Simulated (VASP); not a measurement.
Write the native input for VASP 6.6.1 that does the following.

```
Task                   : relaxation of cell and atoms
Functional             : r2SCAN
Potentials or basis    : VASP PAW PBE potentials, release 64 (Zn, S)
Cutoff                 : 600 eV
k mesh                 : 6 × 6 × 4
Occupations            : gaussian, width 0.01 eV
Spin                   : no spin polarisation
Dipole correction      : no
Further INCAR settings : ALGO = Normal; EDIFF = 1e-06; IBRION = 2; EDIFFG = -0.03; NSW = 80; ISIF = 3
```

ZnS (Wurtzite-2H):

```
CELL_PARAMETERS angstrom
3.81100 0.00000 0.00000
-1.90550 3.30042 0.00000
0.00000 0.00000 6.23400
ATOMIC_POSITIONS crystal
Zn 0.33333 0.66667 0.00000
Zn 0.66667 0.33333 0.50000
S 0.33333 0.66667 0.38500
S 0.66667 0.33333 0.88500
```

The input as run:

POSCAR

```
ZnS
1.0
    3.8110000000      0.0000000000      0.0000000000
   -1.9055000000      3.3004230000      0.0000000000
    0.0000000000      0.0000000000      6.2340000000
Zn S
2 2
Direct
    0.3333333333      0.6666666667      0.0000000000
    0.6666666667      0.3333333333      0.5000000000
    0.3333333333      0.6666666667      0.3850000000
    0.6666666667      0.3333333333      0.8850000000
```

INCAR.step1

```
SYSTEM = ZnS
ALGO = Normal
EDIFF = 1E-4
ENCUT = 600
GGA = PE
ISMEAR = 0
LASPH = .True.
LCHARG = .False.
LREAL = .False.
LWAVE = .True.
NELM = 80
PREC = Accurate
SIGMA = 0.01
```

INCAR.step2

```
SYSTEM = ZnS
ALGO = Normal
EDIFF = 1E-6
EDIFFG = -0.03
ENCUT = 600
IBRION = 2
ISIF = 3
ISMEAR = 0
ISTART = 1
LASPH = .True.
LCHARG = .False.
LMIXTAU = .True.
LREAL = .False.
LWAVE = .False.
METAGGA = R2SCAN
NELM = 80
NSW = 80
PREC = Accurate
SIGMA = 0.01
```

KPOINTS

```
k-points
0
Gamma
  6 6 4
  0 0 0
```

Potentials or basis: VASP PAW PBE potentials, release 64 (Zn, S).

The run is started by

```bash
$ cat potpaw_PBE.64/Zn/POTCAR potpaw_PBE.64/S/POTCAR > POTCAR
$ cp INCAR.step1 INCAR
$ mpirun -np 1 vasp_std > vasp.out
$ cp INCAR.step2 INCAR
$ mpirun -np 1 vasp_std > vasp.out
```

It gave:

```yaml
Relaxed_volume: 19.58 Å³/atom
Relaxed_cell: a = 3.807 Å, b = 3.807 Å, c = 6.240 Å, α = 90.00°, β = 90.00°, γ = 120.00°
Space_group_after_relaxing_to_0.05_Å: P6_3mc (No. 186)
Energy_gained_by_relaxing: 5.5 meV/atom
Ionic_steps: 9
Pressure_after_relaxing: 0.1 GPa
Largest_force_after_relaxing: 0.003 eV/Å
Band_gap_on_the_k_mesh: 2.79 eV, direct
```

Caveat: the PAW data sets were made with another functional, which shifts forces and pressure a little.

Wall time 14 min on 1 thread of Intel Xeon 6975P-C (shared host), peak memory 0.25 GiB.
